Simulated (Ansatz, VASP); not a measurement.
**Re: VASP beside Ansatz**

```
Re
1.0
     2.77482    0.00000    0.00000
    -1.38741    2.40307    0.00000
     0.00000    0.00000    4.48422
Re
2
Direct
  0.31627 0.63254 0.19581
  0.68373 0.36746 0.80419
```

Change from the starting cell: mode 4 frozen in at -0.243 Å and mode 6 at -0.082 Å (largest displacements).

Alike in both runs: task single point; functional PBE; k mesh 18 × 18 × 10; occupations gaussian, width 0.15 eV; no spin polarisation.

```csv
,VASP,Ansatz
version,VASP 6.6.1,Ansatz 0.2.0
potentials or method,"VASP PAW PBE potentials, release 64 (Re), cutoff 520 eV","scalar-relativistic, plane waves, PAW"
valence electrons in the cell,14,30
```

```csv
,VASP,Ansatz,Ansatz less VASP
gap on the k mesh at the Fermi level (eV),none,none,-
rms of the force components (eV/Å),4.766,4.972,+0.2059
```

Atom by atom the forces differ by 0.207 eV/Å (rms over components). A gap of «none» marks a metal or a gap that the smearing closes. VASP's potentials hold 14 valence electrons a cell and Ansatz's 30, so a difference there can come from the potentials and not from the codes.

Spin-orbit coupling is off throughout.
